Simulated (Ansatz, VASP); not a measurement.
**One calculation of CeO2, two programs**

File INCAR:

```
SYSTEM = CeO2
PREC = Accurate ; ENCUT = 520
EDIFF = 1E-6 ; ISMEAR = 0
SIGMA = 0.05 ; LREAL = .FALSE.
LASPH = .TRUE. ; NELM = 100
ALGO = Normal ; ISIF = 2
LWAVE = .FALSE. ; LCHARG = .FALSE.
GGA = RE ; NBANDS = 19
```

KPOINTS

```
Automatic mesh
0
G
  8 8 8
  0 0 0
```

POSCAR

```
CeO2
1.0
    0.0000000000      2.7833305659      2.7833305659
    2.7833305659      0.0000000000      2.7833305659
    2.7833305659      2.7833305659      0.0000000000
Ce O
1 2
Direct
    0.0000000000      0.0000000000      0.0000000000
    0.2500000000      0.2500000000      0.2500000000
    0.7500000000      0.7500000000      0.7500000000
```

Input for Ansatz:

```yaml
crystal:
  lattice:
    - [0.0, 2.7833305659, 2.7833305659]
    - [2.7833305659, 0.0, 2.7833305659]
    - [2.7833305659, 2.7833305659, 0.0]
  atoms:
    - { symbol: Ce, position: [0.0, 0.0, 0.0] }
    - { symbol: O, position: [0.25, 0.25, 0.25] }
    - { symbol: O, position: [0.75, 0.75, 0.75] }
basis:
  ecutwfc: 420
  ecutrho_ratio: 4
kpoints:
  mp_grid: { grid: [8, 8, 8] }
hamiltonian:
  xc: revpbe
scf:
  occupations: { method: gaussian, width: 0.05 }
output:
  forces: true
  stress: true
  eigenvalues: true
```

Alike in both runs: task single point; functional revPBE; k mesh 8 × 8 × 8; occupations gaussian, width 0.05 eV; no spin polarisation.

```csv
,VASP,Ansatz
version,VASP 6.6.1,Ansatz 0.2.0
potentials or method,"VASP PAW PBE potentials, release 64 (Ce, O), cutoff 520 eV","scalar-relativistic, plane waves, PAW"
valence electrons in the cell,24,24
```

```csv
,VASP,Ansatz,Ansatz less VASP
gap on the k mesh at the Fermi level (eV),1.72,1.75,+0.029
least direct gap on the mesh (eV),1.80,1.83,+0.030
pressure (GPa),-5.9,-5.9,+0.05
```

VASP's potentials were made for PBE, not for revPBE.

Neither program's run includes spin-orbit coupling.
